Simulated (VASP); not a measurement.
I, 1 atom in the cell. The structure is orthorhombic, space group Fmmm (No. 69). The conventional cell has a = 4.384 Å, b = 4.731 Å, c = 7.820 Å, α = 90.00°, β = 90.00°, γ = 90.00°. Within 4.2 Å of I (site symmetry mmm) lie 4 I at 3.23 Å. 

- Program: VASP 6.6.1
- Task: single point
- Functional: PBE
- Potentials or basis: VASP PAW PBE potentials, release 64 (I)
- Cutoff: 520 eV
- k mesh: 7 × 7 × 7
- Occupations: fermi-dirac, width 0.05 eV
- Spin: non-collinear spin, zero start, spin-orbit coupling
- Starting moments: [[0.0, 0.0, 0.0]] μB
- Dipole correction: no
- Further INCAR settings: ALGO = Normal; EDIFF = 1e-06; NBANDS = 18

Potentials or basis: VASP PAW PBE potentials, release 64 (I).

Run with:

```console
$ cat potpaw_PBE.64/I/POTCAR > POTCAR
$ mpirun -np 1 vasp_ncl > vasp.out
```

Hardware: 1 thread of Intel Xeon 6975P-C, with other jobs on the host.

Estimate the wall time of this run.

It took 68 s on 1 thread of Intel Xeon 6975P-C (shared host), peak memory 0.33 GiB. Counts: scf iterations 11, k points 64.
